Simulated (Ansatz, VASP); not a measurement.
One calculation of PbS, two programs

File POSCAR:

```
PbS
1.0
    0.0000000000      3.0391250000      3.0391250000
    3.0391250000      0.0000000000      3.0391250000
    3.0391250000      3.0391250000      0.0000000000
Pb S
1 1
Direct
    0.0000000000      0.0000000000      0.0000000000
    0.5000000000      0.5000000000      0.5000000000
```

The input INCAR.step1:

```
SYSTEM = PbS
ALGO = Normal
EDIFF = 1E-5
ENCUT = 550
GGA = PE
GGA_COMPAT = .FALSE.
ISMEAR = 0
LASPH = .TRUE.
LCHARG = .FALSE.
LREAL = .FALSE.
LWAVE = .TRUE.
NBANDS = 17
NELM = 120
PREC = Accurate
SIGMA = 0.05
```

Contents of INCAR.step2:

```
SYSTEM = PbS
ALGO = Normal
EDIFF = 1E-6
ENCUT = 550
GGA_COMPAT = .FALSE.
ISIF = 2
ISMEAR = 0
ISTART = 1
LASPH = .TRUE.
LCHARG = .FALSE.
LMIXTAU = .TRUE.
LREAL = .FALSE.
LWAVE = .FALSE.
METAGGA = R2SCAN
NBANDS = 17
NELM = 120
PREC = Accurate
SIGMA = 0.05
```

Contents of KPOINTS:

```
k-points
0
G
  8 8 8
  0 0 0
```

Input for Ansatz:

```yaml
crystal:
  lattice:
    - [0.0, 3.039125, 3.039125]
    - [3.039125, 0.0, 3.039125]
    - [3.039125, 3.039125, 0.0]
  atoms:
    - { symbol: Pb, position: [0.0, 0.0, 0.0] }
    - { symbol: S, position: [0.5, 0.5, 0.5] }
basis:
  ecutwfc: 500
kpoints:
  mp_grid: { grid: [8, 8, 8] }
hamiltonian:
  xc: r2scan
scf:
  occupations: { method: gaussian, width: 0.05 }
output:
  forces: true
  stress: true
  eigenvalues: true
  write_density: true
  write_potential: true
  elf: true
  volumetric_format: npy
```

Change from the starting cell: strain +0.025 along x and y, +0.025 along z, atoms carried along.

Alike in both runs: task single point; functional r2SCAN; k mesh 8 × 8 × 8; occupations gaussian, width 0.05 eV; no spin polarisation.

|  | VASP | Ansatz |
| --- | --- | --- |
| version | VASP 6.6.1 | Ansatz 0.2.0 |
| potentials or method | VASP PAW PBE potentials, release 64 (Pb_d, S), cutoff 550 eV | scalar-relativistic, plane waves, PAW |
| valence electrons in the cell | 20 | 20 |

```csv
,VASP,Ansatz,Ansatz less VASP
gap on the k mesh at the Fermi level (eV),0.87,0.87,-0.009
least direct gap on the mesh (eV),0.87,0.87,-0.009
pressure (GPa),-2.7,-2.7,+0.02
```

VASP's potentials were made for PBE, not for r2SCAN.

Spin-orbit coupling is off throughout.
